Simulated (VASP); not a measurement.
A run of VASP 6.6.1 is set up as follows.

The input INCAR:

```
  PREC = Accurate
  ENCUT = 520
  EDIFF = 1E-7
  ISMEAR = 0
  SIGMA = 0.1
  LREAL = F
  LASPH = T
  NELM = 80
  ALGO = Normal
  ISIF = 2
  LWAVE = F
  LCHARG = F
  GGA = PE
  NBANDS = 20
```

The input KPOINTS:

```
regular mesh
0
Gamma
  6 6 4
```

File POSCAR:

```
Si4F
1.0
    4.8905331322     -0.0000000035      0.0000000000
   -2.4452665630      4.2353259323      0.0000000000
    0.0000000000      0.0000000000      5.7642041725
Si F
4 1
Direct
    0.5000000000      0.0000000000      0.0481478943
    0.0000000000      0.5000000000      0.0481478943
    0.5000000000      0.5000000000      0.0481478943
    0.0000000000      0.0000000000      0.8799029398
    0.0000000000      0.0000000000      0.5976493672
```

Potentials or basis: VASP PAW PBE potentials, release 64 (Si, F).

Launch:

```console
$ cat potpaw_PBE.64/Si/POTCAR potpaw_PBE.64/F/POTCAR > POTCAR
$ mpirun -np 1 vasp_std > vasp.out
```

Q: Estimate the pressure.

A: 0.1 GPa.

Q: Estimate the largest force.

A: 0.249 eV/Å.

Stress tensor (GPa, compression positive):
```
-0.11  0.00  0.00
 0.00 -0.11  0.00
 0.00  0.00  0.56
```

Caveat: an odd number of electrons without spin polarisation forces a metal; a magnetic or distorted state may lie lower.
